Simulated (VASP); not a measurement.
Input of a VASP 6.6.1 run:

Contents of INCAR:

```
SYSTEM = TiC
PREC = Accurate
ENCUT = 520
EDIFF = 1E-8
ISMEAR = -1
SIGMA = 0.03
LREAL = .FALSE.
LASPH = .TRUE.
NELM = 60
ALGO = Normal
ISIF = 2
LWAVE = .FALSE.
LCHARG = .FALSE.
GGA = PE
LEFG = .TRUE.
NBANDS = 15
```

Contents of KPOINTS:

```
Automatic mesh
0
G
  16 16 16
  0 0 0
```

POSCAR

```
TiC
1.0
    0.0000000000      2.1494760724      2.1494760724
    2.1494760724      0.0000000000      2.1494760724
    2.1494760724      2.1494760724      0.0000000000
Ti C
1 1
Direct
    0.0000000000      0.0000000000      0.0000000000
    0.5000000000      0.5000000000      0.5000000000
```

Potentials or basis: VASP PAW PBE potentials, release 64 (Ti_sv, C).

Command:

```console
$ cat potpaw_PBE.64/Ti_sv/POTCAR potpaw_PBE.64/C/POTCAR > POTCAR
$ mpirun -np 1 vasp_std > vasp.out
```

(1) Estimate the band gap on the k mesh.

(2) Estimate the pressure.

Answers

(1) zero (band 8 reaches 10.38 eV, above the bottom of band 9 at 9.27 eV).

(2) 6.4 GPa.

Caveat: without QUAD_EFG the Cq values of the log hold for a quadrupole moment of 1 mb, not for the nuclei.
